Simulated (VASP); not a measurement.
Runs of VASP 6.6.1 on HgTe. The structure is that of space group F-43m (No. 216), or close to it. The cells are those of the table. 

```tsv
task	cell	cutoff (eV)	gap on the mesh (eV)	pressure (GPa)
single point	a = 4.466 Å, angles 60.0°, 2 atoms	520	none	8.0
single point	a = 4.574 Å, angles 60.0°, 2 atoms	520	none	3.6
electric field gradients	a = 4.497 Å, angles 60.0°, 2 atoms	520	none	6.6
electric field gradients	a = 4.528 Å, angles 60.0°, 2 atoms	520	none	5.3
single point	a = 4.648 Å, angles 60.0°, 2 atoms	520	none	1.4
single point	a = 4.543 Å, angles 60.0°, 2 atoms	520	none	4.7
single point	a = 4.628, b = 4.628, c = 4.559 Å, angles 60.5, 60.5, 59.0°, 2 atoms	500	none	(b)
electric field gradients	a = 4.466 Å, angles 60.0°, 2 atoms	520	none	8.0
single point	a = 4.582, b = 4.582, c = 4.559 Å, angles 60.2, 60.2, 59.7°, 2 atoms	500	none	3.6
single point	a = 4.513, b = 4.513, c = 4.559 Å, angles 59.7, 59.7, 60.7°, 2 atoms	500	(a)	5.3
single point	a = 4.589 Å, angles 60.0°, 2 atoms	520	none	3.1
single point	a = 4.528 Å, angles 60.0°, 2 atoms	520	none	5.3
```

Alike in all rows: level PBE; potentials or basis VASP PAW PBE potentials, release 64 (Hg, Te); no spin polarisation; k mesh 11 × 11 × 11; smearing fermi-dirac 0.03 eV.

Task: Estimate the missing entries.

Result: (a) 0.07; (b) 2.6.

Caveats: spin-orbit coupling is left out, which moves the levels of the heavy elements; semilocal functionals underestimate gaps, so a narrow gap can read as zero (at least some runs); the cell stands under pressure (at least some runs); an odd mesh through Γ misses points on the zone boundary, where band edges can lie (at least some runs).

A k mesh can miss the band edges, and the runs leave out spin-orbit coupling on Hg, Te.

A gap of «none» marks levels without a gap at the run's occupations.
